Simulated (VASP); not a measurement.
Rb3Ag:

```xyz
4
Lattice="6.1361 0.0000 0.0000 0.0000 6.1361 0.0000 0.0000 0.0000 6.1361" Properties=species:S:1:pos:R:3 pbc="T T T"
Rb    0.0000    3.0681    3.0681
Rb    3.0681    0.0000    3.0681
Rb    3.0681    3.0681    0.0000
Ag    0.0000    0.0000    0.0000
```

Base run:

| Property | Result |
| --- | --- |
| Program | VASP 6.6.1 |
| Functional | BLYP |
| Potentials or basis | VASP PAW PBE potentials, release 64 (Rb_sv, Ag) |
| Cutoff | 520 eV |
| k mesh | 3 × 3 × 3 |
| Occupations | gaussian, width 0.1 eV |
| Spin | no spin polarisation |

Its results: band gap on the k mesh 0.39 eV (least direct gap 0.62 eV); pressure 0.4 GPa.

The run is repeated on the same cell with these changes: functional from BLYP to revPBE. What comes out?

Band gap on the k mesh 0.34 eV (least direct gap 0.56 eV); pressure 0.5 GPa.

Caveats: the PAW data sets were made with another functional, which shifts forces and pressure a little; an odd mesh through Γ misses points on the zone boundary, where band edges can lie.
